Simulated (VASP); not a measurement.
# MoS2 (R3m) in VASP: notebook

Runs on MoS2. Level: PBEsol. Tasks: equation of state.

Program: VASP 6.6.1. These are calculated values, not measurements. Logs are shortened: lines on timing, memory, paths and dates and some standing lists are left out, and cuts for length are marked.

## Step 1: The cell of the first run

Symmetry: R3m, No. 160, trigonal system. The conventional cell has a = 3.101 Å, b = 3.101 Å, c = 18.541 Å, α = 90.00°, β = 90.00°, γ = 120.00°. Mo (site symmetry 3m) has 6 S at 2.36 Å and 6 Mo at 3.10 Å within 3.2 Å. Within 3.2 Å of S (site symmetry 3m) lie 3 Mo at 2.36 Å and 7 S at 3.07 to 3.10 Å. Within 3.2 Å of S (site symmetry 3m) lie 3 Mo at 2.36 Å and 7 S at 3.07 to 3.10 Å.

## Step 2: Equation of state, PBEsol, 17.16 Å³/atom (17.16 Å³/atom)

Contents of INCAR:

```
PREC = Accurate
ENCUT = 520
EDIFF = 1E-7
ISMEAR = 0
SIGMA = 0.02
LREAL = False
LASPH = True
NELM = 60
ALGO = Fast
ISIF = 2
LWAVE = False
LCHARG = False
GGA = PS
```

Contents of KPOINTS:

```
Automatic mesh
0
Gamma
  8 8 8
```

Contents of POSCAR:

```
MoS2                                    
1.0
    1.5505486425      0.8952096761      6.1801976064
   -1.5505486425      0.8952096761      6.1801976064
   -0.0000000000     -1.7904193523      6.1801976064
  Mo              S             
     1     2
Direct
     0.0001000351882139    0.0001000351882139    0.0001000351882139
     0.4163261269990856    0.4163261269990856    0.4163261269990856
     0.2505738378127022    0.2505738378127022    0.2505738378127022
```

Potentials or basis: VASP PAW PBE potentials, release 64 (Mo_sv, S).

Launch:

```sh
$ cat potpaw_PBE.64/Mo_sv/POTCAR potpaw_PBE.64/S/POTCAR > POTCAR
$ mpirun -np 1 vasp_std > vasp.out
```

OUTCAR:

```text
PREC = Accurate
   ENCUT = 520
   EDIFF = 1E-7
   ISMEAR = 0
   LREAL = False
   LASPH = True
   NELM = 60
   ISIF = 2
   GGA = PS

 ion  position               nearest neighbor table
   1  0.000  0.000  0.000-   3 2.36   3 2.36   3 2.36   2 2.36   2 2.36   2 2.36
   2  0.416  0.416  0.416-   1 2.36   1 2.36   1 2.36
   3  0.251  0.251  0.251-   1 2.36   1 2.36   1 2.36

  LATTYP: Found a trigonal (rhomboedric) cell.
 ALAT       =     6.4343176725
 COS(alpha) =     0.8838562650

  Lattice vectors:

 A1 = (   1.5505486425,   0.8952096761,   6.1801976064)
 A2 = (  -1.5505486425,   0.8952096761,   6.1801976064)
 A3 = (   0.0000000000,  -1.7904193523,   6.1801976064)

Analysis of symmetry for initial positions (statically):
=====================================================================
 Subroutine PRICEL returns:
 Original cell was already a primitive cell.

 Routine SETGRP: Setting up the symmetry group for a
 trigonal (rhombohedral) supercell.

 Subroutine GETGRP returns: Found  6 space group operations
 (whereof  6 operations were pure point group operations)
 out of a pool of 12 trial point group operations.

The static configuration has the point symmetry C_3v.

Analysis of symmetry for dynamics (positions and initial velocities):
=====================================================================
 Subroutine PRICEL returns:
 Original cell was already a primitive cell.

 Routine SETGRP: Setting up the symmetry group for a
 trigonal (rhombohedral) supercell.

 Subroutine GETGRP returns: Found  6 space group operations
 (whereof  6 operations were pure point group operations)
 out of a pool of 12 trial point group operations.

The dynamic configuration has the point symmetry C_3v.

 Subroutine INISYM returns: Found  6 space group operations
 (whereof  6 operations are pure point group operations),
 and found     1 'primitive' translations

----------------------------------------------------------------------------------------

                                     Primitive cell

  volume of cell :      51.4711

  direct lattice vectors                    reciprocal lattice vectors
     1.550548642  0.895209676  6.180197606     0.322466504  0.186176123  0.053935708
    -1.550548642  0.895209676  6.180197606    -0.322466504  0.186176123  0.053935708
     0.000000000 -1.790419352  6.180197606     0.000000000 -0.372352246  0.053935708

  length of vectors
     6.434317673  6.434317673  6.434317673     0.376238296  0.376238296  0.376238296

  position of ions in fractional coordinates (direct lattice)
     0.000100035  0.000100035  0.000100035
     0.416326127  0.416326127  0.416326127
     0.250573838  0.250573838  0.250573838

  ion indices of the primitive-cell ions
   primitive index   ion index
                 1           1
                 2           2
                 3           3

----------------------------------------------------------------------------------------

 KPOINTS: Automatic mesh

Automatic generation of k-mesh.
 Grid dimensions read from file:
 generate k-points for:    8    8    8

 Generating k-lattice:

  Cartesian coordinates                     Fractional coordinates (reciprocal lattice)
     0.040308313  0.023272015  0.006741963     0.125000000 -0.000000000  0.000000000
    -0.040308313  0.023272015  0.006741963    -0.000000000  0.125000000  0.000000000
     0.000000000 -0.046544031  0.006741963    -0.000000000 -0.000000000  0.125000000

  Length of vectors
     0.047029787  0.047029787  0.047029787

  Shift w.r.t. Gamma in fractional coordinates (k-lattice)
     0.000000000  0.000000000  0.000000000

 Subroutine IBZKPT returns following result:
 ===========================================

 Found     65 irreducible k-points:

 Following reciprocal coordinates:
            Coordinates               Weight
  0.000000  0.000000  0.000000      1.000000
  0.125000  0.000000  0.000000      6.000000
  0.250000  0.000000  0.000000      6.000000
  0.375000  0.000000  0.000000      6.000000
  0.500000  0.000000  0.000000      3.000000
  0.125000  0.125000  0.000000      6.000000
[... 16 lines left out ...]
  0.250000  0.125000  0.125000      6.000000
  0.375000  0.125000  0.125000      6.000000
 [... further k-points ...]
   k-points           NKPTS =     65   k-points in BZ     NKDIM =     65   number of bands    NBANDS=     17
   number of dos      NEDOS =    301   number of ions     NIONS =      3
   total plane-waves  NPLWV = 110592
   dimension x,y,z NGX =    48 NGY =   48 NGZ =   48
   dimension x,y,z NGXF=    96 NGYF=   96 NGZF=   96
   ions per type =               1   2
   NGX,Y,Z   is equivalent  to a cutoff of  12.40, 12.40, 12.40 a.u.
   NGXF,Y,Z  is equivalent  to a cutoff of  24.80, 24.80, 24.80 a.u.
 SYSTEM =  unknown system
   PREC   = accura    normal or accurate (medium, high low for compatibility)
   ISTART =      0    job   : 0-new  1-cont  2-samecut
   ICHARG =      2    charge: 1-file 2-atom 10-const
   ISPIN  =      1    spin polarized calculation?
   LNONCOLLINEAR =      F non collinear calculations
   LSORBIT =      F    spin-orbit coupling
   LASPH  =      T    aspherical Exc in radial PAW
   ENCUT  =  520.0 eV  38.22 Ry    6.18 a.u.  11.96 11.96 11.96*2*pi/ulx,y,z
   NELM   =     60;   NELMIN=  2; NELMDL= -5     # of ELM steps
   EDIFF  = 0.1E-06   stopping-criterion for ELM
   LREAL  =      F    real-space projection
   EDIFFG = 0.1E-05   stopping-criterion for IOM
   NSW    =      0    number of steps for IOM
   IBRION =     -1    ionic relax: 0-MD 1-quasi-New 2-CG
   NFREE  =      0    steps in history (QN), initial steepest desc. (CG)
   ISIF   =      2    stress and relaxation
   ISYM   =      2    0-nonsym 1-usesym 2-fastsym
   POTIM  = 0.5000    time-step for ionic-motion
   TEBEG  =    0.0;   TEEND  =   0.0 temperature during run
   PSTRESS=    0.0 pullay stress
   NELECT =      26.0000    total number of electrons
   NUPDOWN=      -1.0000    fix difference up-down
   EMIN   =  10.00;   EMAX   =-10.00  energy-range for DOS
   EFERMI =   0.00;   METHOD = LEGACY
   ISMEAR =     0;   SIGMA  =   0.02  broadening in eV -4-tet -1-fermi 0-gaus
   EFERMI_NEDOS =   21; number of points for ismear=-14 and -15
   IALGO  =     68    algorithm
   IMIX   =      4    mixing-type and parameters
     AMIX     =   0.40;   BMIX     =  1.00
     AMIX_MAG =   1.60;   BMIX_MAG =  1.00
  volume/ion in A,a.u.               =      17.16       115.78
  Fermi-wavevector in a.u.,A,eV,Ry     =   1.303801  2.463827 23.128508  1.699897
  Thomas-Fermi vector in A             =   2.434779
   LORBIT       =      0    0 simple, 1 ext, 2 COOP (PROOUT), +10 PAW based schemes
   GGA     = PS    functional components
   LHFCALC =     F    Hartree Fock is set to
   AEXX    =    0.0000 exact exchange contribution
   IVDW    =     0    specifies the selected vdW correction
   LEPSILON=     F    determine dielectric tensor
   LRPA    =     F    only Hartree local field effects (RPA)
 non-spin polarized calculation
 RMM-DIIS sequential band-by-band and
 Gauss-broadening in eV      SIGMA  =   0.02
  energy-cutoff  :      520.00
  volume of cell :       51.47
 maximum number of plane-waves:      1403
   NGX = 23   NGY = 23   NGZ = 23

 number of electron      25.9999998 magnetization

 Free energy of the ion-electron system (eV)
  ---------------------------------------------------
  ext. energy  EPLUGINS =         0.00000000
  ---------------------------------------------------
  free energy    TOTEN  =       -23.40470397 eV

  energy without entropy =      -23.40470397  energy(sigma->0) =      -23.40470397

 E-fermi :   8.1041     XC(G=0): -11.1445

 val. band max:        7.8952731808   @ k =   0.5000   0.5000   0.5000
 cond. band min:       8.9812089631   @ k =  -0.2500   0.1250  -0.0000
 fundamental gap:      1.0859357822
 Fermi energy:         8.1040880972

 k-point     1 :       0.0000    0.0000    0.0000
  band No.  band energies     occupation
      1     -53.4263      2.00000
      2     -27.6839      2.00000
      3     -27.3684      2.00000
      4     -27.3684      2.00000
      5      -7.3721      2.00000
      6      -5.5864      2.00000
[... 9 lines left out ...]
     16      10.6174      0.00000
     17      10.6174      0.00000

 k-point     2 :       0.1250    0.0000    0.0000
  band No.  band energies     occupation
      1     -53.4183      2.00000
      2     -27.6686      2.00000
      3     -27.4442      2.00000
      4     -27.3854      2.00000
      5      -7.1088      2.00000
      6      -5.5059      2.00000
[... 9 lines left out ...]
     16      10.3414      0.00000
     17      10.5920      0.00000

 k-point     3 :       0.2500    0.0000    0.0000
  band No.  band energies     occupation
      1     -53.3991      2.00000
      2     -27.6316      2.00000
      3     -27.6237      2.00000
      4     -27.4262      2.00000
      5      -6.4075      2.00000
      6      -5.2923      2.00000
[... 9 lines left out ...]
     16      10.7103      0.00000
     17      11.2521      0.00000

 k-point     4 :       0.3750    0.0000    0.0000
  band No.  band energies     occupation
      1     -53.3797      2.00000
      2     -27.7985      2.00000
      3     -27.5944      2.00000
      4     -27.4667      2.00000
      5      -5.5588      2.00000
      6      -5.0449      2.00000
[... 9 lines left out ...]
     16      11.3818      0.00000
     17      11.6138      0.00000
[... 343 lines left out ...]
      1     -53.4263      2.00000
      2     -27.6839      2.00000
      3     -27.3684      2.00000
      4     -27.3684      2.00000
      5      -7.3438      2.00000
      6      -5.6416      2.00000
[... 9 lines left out ...]
     16      10.6018      0.00000
     17      10.6018      0.00000

 k-point    23 :       0.2500    0.1250    0.1250
  band No.  band energies     occupation
      1     -53.4184      2.00000
      2     -27.6687      2.00000
      3     -27.4442      2.00000
      4     -27.3854      2.00000
      5      -7.0639      2.00000
      6      -5.5866      2.00000
[... 9 lines left out ...]
     16      10.3556      0.00000
     17      10.5903      0.00000

 k-point    24 :       0.3750    0.1250    0.1250
  band No.  band energies     occupation
      1     -53.3991      2.00000
      2     -27.6316      2.00000
      3     -27.6237      2.00000
      4     -27.4262      2.00000
      5      -6.3542      2.00000
      6      -5.3710      2.00000
[... 9 lines left out ...]
     16      10.6310      0.00000
     17      11.2512      0.00000

 [... further k-points ...]
[... 5 lines left out ...]
  --------------------------------------------------------------------------------------
  -------------------------------------------------------------------------------------
  Total        2.1369567      2.1369567      2.3607600      0.0000000     -0.0000000      0.0000000
  in kB       66.5185126     66.5185126     73.4849926      0.0000000     -0.0000000      0.0000000
  external PRESSURE =      68.8406726 kB  Pullay stress =       0.0000000 kB

 VOLUME and BASIS-vectors are now :
 -----------------------------------------------------------------------------
  energy-cutoff  :      520.00
  volume of cell :       51.47
      direct lattice vectors                 reciprocal lattice vectors
     1.550548642  0.895209676  6.180197606     0.322466504  0.186176123  0.053935708
    -1.550548642  0.895209676  6.180197606    -0.322466504  0.186176123  0.053935708
     0.000000000 -1.790419352  6.180197606     0.000000000 -0.372352246  0.053935708

 POSITION                                       TOTAL-FORCE (eV/Angst)
 -----------------------------------------------------------------------------------
      0.00000     -0.00000      0.00185         0.000000     -0.000000      0.000748
      0.00000     -0.00000      7.71893         0.000000     -0.000000      0.730599
      0.00000     -0.00000      4.64579         0.000000      0.000000     -0.731347
 -----------------------------------------------------------------------------------
    total drift:                               -0.000000     -0.000000      0.000169

  FREE ENERGIE OF THE ION-ELECTRON SYSTEM (eV)
  ---------------------------------------------------
  free  energy   TOTEN  =       -23.4047039721 eV

  energy  without entropy=      -23.4047039721  energy(sigma->0) =      -23.40470397
```

Wall time 1.7 min (1 thread of Intel Xeon 6975P-C (Granite Rapids), shared host); peak memory 0.34 GiB.

What came out:

```
Free energy            : -23.4047 eV
Pressure               : 6.9 GPa
Largest force          : 0.731 eV/Å
Band gap on the k mesh : 1.09 eV (least direct gap 2.22 eV)
```

Caveat: the cell stands under pressure; the PAW data sets were made with another functional, which shifts forces and pressure a little.

## Step 3: Equation of state, PBEsol, 17.51 Å³/atom (17.51 Å³/atom)

INCAR is that of step 2.

KPOINTS is that of step 2.

Contents of POSCAR:

```
MoS2                                    
1.0
    1.5612424194      0.9013837311      6.2228210057
   -1.5612424194      0.9013837311      6.2228210057
   -0.0000000000     -1.8027674621      6.2228210057
  Mo              S             
     1     2
Direct
     0.0001000351882139    0.0001000351882139    0.0001000351882139
     0.4163261269990856    0.4163261269990856    0.4163261269990856
     0.2505738378127022    0.2505738378127022    0.2505738378127022
```

Potentials or basis: VASP PAW PBE potentials, release 64 (Mo_sv, S).

Launch:

```sh
$ cat potpaw_PBE.64/Mo_sv/POTCAR potpaw_PBE.64/S/POTCAR > POTCAR
$ mpirun -np 1 vasp_std > vasp.out
```

It took 1.7 min on 1 thread of Intel Xeon 6975P-C (Granite Rapids), shared host; peak memory 0.35 GiB.

It converged, with:

- Free energy: -23.4389 eV
- Pressure: 3.3 GPa
- Largest force: 0.355 eV/Å
- Band gap on the k mesh: 1.10 eV (least direct gap 2.16 eV)

Caveat: the cell stands under pressure; the PAW data sets were made with another functional, which shifts forces and pressure a little.

## Step 4: Equation of state, PBEsol, 17.87 Å³/atom

INCAR is that of step 3.

KPOINTS is that of step 3.

Contents of POSCAR:

```
MoS2                                    
1.0
    1.5717916746      0.9074743464      6.2648683691
   -1.5717916746      0.9074743464      6.2648683691
   -0.0000000000     -1.8149486929      6.2648683691
  Mo              S             
     1     2
Direct
     0.0001000351882139    0.0001000351882139    0.0001000351882139
     0.4163261269990856    0.4163261269990856    0.4163261269990856
     0.2505738378127022    0.2505738378127022    0.2505738378127022
```

Launch:

```sh
$ cat potpaw_PBE.64/Mo_sv/POTCAR potpaw_PBE.64/S/POTCAR > POTCAR
$ mpirun -np 1 vasp_std > vasp.out
```

Run time: 2.5 min. Hardware: 1 thread of Intel Xeon 6975P-C (Granite Rapids), shared host; peak memory 0.35 GiB.

It converged, with:

| Quantity | Value |
| --- | --- |
| Free energy | -23.4501 eV |
| Pressure | 0.0 GPa |
| Largest force | 0.006 eV/Å |
| Band gap on the k mesh | 1.11 eV (least direct gap 2.10 eV) |

Caveat: the PAW data sets were made with another functional, which shifts forces and pressure a little.

## Step 5: Equation of state, PBEsol, 18.23 Å³/atom (18.23 Å³/atom)

INCAR is that of step 4.

KPOINTS is that of step 4.

Contents of POSCAR:

```
MoS2                                    
1.0
    1.5822011944      0.9134842855      6.3063587727
   -1.5822011944      0.9134842855      6.3063587727
   -0.0000000000     -1.8269685709      6.3063587727
  Mo              S             
     1     2
Direct
     0.0001000351882139    0.0001000351882139    0.0001000351882139
     0.4163261269990856    0.4163261269990856    0.4163261269990856
     0.2505738378127022    0.2505738378127022    0.2505738378127022
```

Launch:

```sh
$ cat potpaw_PBE.64/Mo_sv/POTCAR potpaw_PBE.64/S/POTCAR > POTCAR
$ mpirun -np 1 vasp_std > vasp.out
```

Run time: 2.3 min. Hardware: 1 thread of Intel Xeon 6975P-C (Granite Rapids), shared host; peak memory 0.35 GiB.

The run converged. Its results:

```
Free energy            : -23.4407 eV
Pressure               : -2.9 GPa
Largest force          : 0.318 eV/Å
Band gap on the k mesh : 1.11 eV (least direct gap 2.04 eV)
```

Caveat: the PAW data sets were made with another functional, which shifts forces and pressure a little.

## Step 6: Equation of state, PBEsol, 18.59 Å³/atom (18.59 Å³/atom)

INCAR is that of step 5.

KPOINTS is that of step 5.

Contents of POSCAR:

```
MoS2                                    
1.0
    1.5924755160      0.9194161678      6.3473103018
   -1.5924755160      0.9194161678      6.3473103018
   -0.0000000000     -1.8388323356      6.3473103018
  Mo              S             
     1     2
Direct
     0.0001000351882139    0.0001000351882139    0.0001000351882139
     0.4163261269990856    0.4163261269990856    0.4163261269990856
     0.2505738378127022    0.2505738378127022    0.2505738378127022
```

Potentials or basis: VASP PAW PBE potentials, release 64 (Mo_sv, S).

Launch:

```sh
$ cat potpaw_PBE.64/Mo_sv/POTCAR potpaw_PBE.64/S/POTCAR > POTCAR
$ mpirun -np 1 vasp_std > vasp.out
```

Wall time 2.3 min (1 thread of Intel Xeon 6975P-C (Granite Rapids), shared host); peak memory 0.35 GiB.

It converged, with:

| Property | Result |
| --- | --- |
| Free energy | -23.4128 eV |
| Pressure | -5.5 GPa |
| Largest force | 0.618 eV/Å |
| Band gap on the k mesh | 1.12 eV (least direct gap 1.99 eV) |

Caveat: the cell stands under tension; the PAW data sets were made with another functional, which shifts forces and pressure a little.

## Step 7: Equation of state, PBEsol

This run uses another cell than the first one, of 17.87 Å³/atom.

Potentials or basis: VASP PAW PBE potentials, release 64 (Mo_sv, S).

No new run: the results of the series are fitted here.

What came out:

```
Equilibrium volume                        : 17.88 Å³/atom
Bulk modulus at fixed shape and positions : 154 GPa
Pressure derivative of the bulk modulus   : 4.4 (rough: it moves with the points fitted)
```

Energy against volume, from the lowest point:
```tsv
volume (Å³/atom)	energy (meV/atom)
17.157	15.14
17.514	3.74
17.872	0.00
18.229	3.13
18.587	12.44
```

Caveat: the cell was scaled at fixed shape and fractional positions, which overstates the stiffness of a crystal with free parameters, most of all of layers and chains; the PAW data sets were made with another functional, which shifts forces and pressure a little.
